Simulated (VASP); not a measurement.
# Zn (P6_3/mmc) in VASP: vibrations by perturbation theory with LDA

Aim: the vibrations by perturbation theory of Zn with LDA.

Everything below comes from runs of VASP 6.6.1. Logs are shortened: lines on timing, memory, paths and dates and some standing lists are left out, and cuts for length are marked.

**1. The cell of the first run**

It takes space group P6_3/mmc (No. 194, hexagonal). Conventional cell: a = 2.553 Å, b = 2.553 Å, c = 4.848 Å, α = 90.00°, β = 90.00°, γ = 120.00°. Within 3.4 Å of Zn (site symmetry -6m2) lie 12 Zn at 2.55 to 2.84 Å.

**2. Vibrations by perturbation theory, LDA**

The input, INCAR:

```
PREC = Accurate
ENCUT = 520
EDIFF = 1E-8
ISMEAR = -1
SIGMA = 0.15
LREAL = F
LASPH = T
NELM = 60
ALGO = Normal
ISIF = 2
LWAVE = F
LCHARG = F
GGA = CA
NBANDS = 19
IBRION = 8
NSW = 1
```

The input, KPOINTS:

```
regular mesh
0
Gamma
  18 18 10
```

The input, POSCAR:

```
Zn
1.0
    2.5529158775      0.0000000000      0.0000000000
   -1.2764579387      2.2108900037      0.0000000000
    0.0000000000      0.0000000000      4.8482139487
Zn
2
Direct
    0.3333333333      0.6666666667      0.2500000000
    0.6666666667      0.3333333333      0.7500000000
```

Potentials or basis: VASP PAW LDA potentials, release 64 (Zn).

Started as:

```bash
$ cat potpaw_LDA.64/Zn/POTCAR > POTCAR
$ mpirun -np 1 vasp_std > vasp.out
```

OUTCAR:

```text
PREC = Accurate
   ENCUT = 520
   EDIFF = 1E-8
   ISMEAR = -1
   LREAL = F
   LASPH = T
   NELM = 60
   ISIF = 2
   GGA = CA
   IBRION = 8
   NSW = 1

 ion  position               nearest neighbor table
   1  0.333  0.667  0.250-   2 2.84   2 2.84   2 2.84   2 2.84   2 2.84   2 2.84
   2  0.667  0.333  0.750-   1 2.84   1 2.84   1 2.84   1 2.84   1 2.84   1 2.84

  LATTYP: Found a hexagonal cell.
 ALAT       =     2.5529158775
 C/A-ratio  =     1.8990887994

  Lattice vectors:

 A1 = (   2.5529158775,   0.0000000000,   0.0000000000)
 A2 = (  -1.2764579387,   2.2108900037,   0.0000000000)
 A3 = (   0.0000000000,   0.0000000000,   4.8482139487)

Analysis of symmetry for initial positions (statically):
=====================================================================
 Subroutine PRICEL returns:
 Original cell was already a primitive cell.

 Routine SETGRP: Setting up the symmetry group for a
 hexagonal supercell.

 Subroutine GETGRP returns: Found 24 space group operations
 (whereof 12 operations were pure point group operations)
 out of a pool of 24 trial point group operations.

The static configuration has the point symmetry D_3d.
 The point group associated with its full space group is D_6h.

Analysis of symmetry for dynamics (positions and initial velocities):
=====================================================================
 Subroutine PRICEL returns:
 Original cell was already a primitive cell.

 Routine SETGRP: Setting up the symmetry group for a
 hexagonal supercell.

 Subroutine GETGRP returns: Found 24 space group operations
 (whereof 12 operations were pure point group operations)
 out of a pool of 24 trial point group operations.

The dynamic configuration has the point symmetry D_3d.
 The point group associated with its full space group is D_6h.

 Subroutine INISYM returns: Found 24 space group operations
 (whereof 12 operations are pure point group operations),
 and found     1 'primitive' translations
[... 698 lines left out ...]
    -1.276457939  2.210890004  0.000000000     0.000000000  0.452306536  0.000000000
     0.000000000  0.000000000  4.848213949     0.000000000  0.000000000  0.206261524

 POSITION                                       TOTAL-FORCE (eV/Angst)
 -----------------------------------------------------------------------------------
     -0.00000      1.47393      1.21205         0.000000      0.000000      0.000000
      1.27646      0.73696      3.63616        -0.000000      0.000000      0.000000
 -----------------------------------------------------------------------------------
    total drift:                               -0.000000      0.000000      0.000000

  FREE ENERGIE OF THE ION-ELECTRON SYSTEM (eV)
  ---------------------------------------------------
  free  energy   TOTEN  =        -3.7688269519 eV

  energy  without entropy=       -3.7443421591  energy(sigma->0) =       -3.75658456

[... ionic steps 2 to 3 ...]

--------------------------------------- Ionic step        4  -------------------------------------------

------------------------ aborting loop because EDIFF is reached ----------------------------------------

[... ionic steps 5 to 5 ...]

--------------------------------------- Ionic step        6  -------------------------------------------

 Free energy of the ion-electron system (eV)
  ---------------------------------------------------
  ---------------------------------------------------
  free energy    TOTEN  =        -0.22388845 eV

  energy without entropy =       -0.22388845

------------------------ aborting loop because EDIFF is reached ----------------------------------------

 INTERNAL STRAIN TENSOR  FOR ION    1  DIRECTION 3   (eV/Angst):
 -----------------------------------------------------------------------------
     0.00061 -0.00000 -0.00000
    -0.00000  0.00061  0.00000
    -0.00000 -0.00000  0.00518

 INTERNAL STRAIN TENSOR FOR ION    2 for displacements in x,y,z  (eV/Angst):
          X           Y           Z          XY          YZ          ZX
  --------------------------------------------------------------------------------
  x    -0.00000     0.00000    -0.00000    -0.12991     0.00000     0.00000
  y    -0.12991     0.12991     0.00000     0.00000     0.00000     0.00000
  z     0.00000    -0.00000    -0.00000     0.00000    -0.00000     0.00000

 SECOND DERIVATIVES (NOT SYMMETRIZED)
 ------------------------------------
               1X          1Y          1Z          2X          2Y          2Z
  1X    -0.599180   -0.000000    0.000000    0.599180    0.000000    0.000000
  1Y    -0.000000   -0.599180    0.000000    0.000000    0.599180    0.000000
  1Z     0.000000    0.000000   -2.663385   -0.000000   -0.000000    2.663385
  2X     0.599180    0.000000    0.000000   -0.599180   -0.000000    0.000000
  2Y     0.000000    0.599180    0.000000   -0.000000   -0.599180    0.000000
  2Z    -0.000000   -0.000000    2.663385    0.000000    0.000000   -2.663385

 Eigenvectors and eigenvalues of the dynamical matrix
 ----------------------------------------------------

   1 f  =    4.461974 THz    28.035408 2PiTHz  148.835422 cm-1    18.453232 meV
             X         Y         Z           dx          dy          dz
     -0.000000  1.473927  1.212053    -0.000000   -0.000000    0.707107
      1.276458  0.736963  3.636160     0.000000   -0.000000   -0.707107
[... 11 lines left out ...]
   4 f  =    0.000000 THz     0.000000 2PiTHz    0.000001 cm-1     0.000000 meV
             X         Y         Z           dx          dy          dz
     -0.000000  1.473927  1.212053    -0.001543   -0.091748    0.701128
      1.276458  0.736963  3.636160    -0.001543   -0.091748    0.701128

   5 f/i=    0.000000 THz     0.000000 2PiTHz    0.000001 cm-1     0.000000 meV
             X         Y         Z           dx          dy          dz
     -0.000000  1.473927  1.212053    -0.705436   -0.047947   -0.007827
      1.276458  0.736963  3.636160    -0.705436   -0.047947   -0.007827

   6 f/i=    0.000000 THz     0.000000 2PiTHz    0.000001 cm-1     0.000000 meV
             X         Y         Z           dx          dy          dz
     -0.000000  1.473927  1.212053     0.048557   -0.699488   -0.091427
      1.276458  0.736963  3.636160     0.048557   -0.699488   -0.091427

--------------------------------------------------------------------------------------------------------

 ELASTIC MODULI CONTR FROM IONIC RELAXATION (kBar)
 Direction    XX          YY          ZZ          XY          YZ          ZX
 --------------------------------------------------------------------------------
 XX          -1.6491      1.6491     -0.0000     -0.0000      0.0000     -0.0000
 YY           1.6491     -1.6491     -0.0000     -0.0000     -0.0000      0.0000
 ZZ          -0.0000     -0.0000     -0.0000     -0.0000     -0.0000      0.0000
 XY          -0.0000     -0.0000     -0.0000     -1.6491     -0.0000      0.0000
 YZ           0.0000     -0.0000     -0.0000     -0.0000     -0.0000      0.0000
 ZX          -0.0000      0.0000      0.0000      0.0000      0.0000     -0.0000
 --------------------------------------------------------------------------------
```

stdout:

```text
POSCAR found type information on POSCAR Zn
 POSCAR found :  1 types and       2 ions
 scaLAPACK will be used
 LDA part: xc-table for (Slater(with rela. corr.)+CA(PZ))
 , standard interpolation
 POSCAR, INCAR and KPOINTS ok, starting setup
 FFT: planning ... GRIDC
 FFT: planning ... GRID_SOFT
 FFT: planning ... GRID
 WAVECAR not read
 entering main loop
 Linear response reoptimize wavefunctions to high precision
 Linear response DOF=           2
 Linear response progress:
 first order change of Fermi-energy  -0.13478E-04
 force on displaced ion       1 direction 1 :  -0.599   0.000   0.000
 Linear response progress:
 first order change of Fermi-energy   0.53109E-05
 force on displaced ion       1 direction 3 :  -0.000   0.000  -2.663
 Linear response finished
```

It took 20 min on 1 thread of Intel Xeon 8259CL, shared host; peak memory 0.93 GiB.

Results:

| Quantity | Value |
| --- | --- |
| Highest phonon frequency at Γ | 149 cm⁻¹ |

Phonon frequencies in cm⁻¹ (negative: imaginary):
```csv
q point,frequencies
"(0.000, 0.000, 0.000)",0 0 0 71 71 149
```
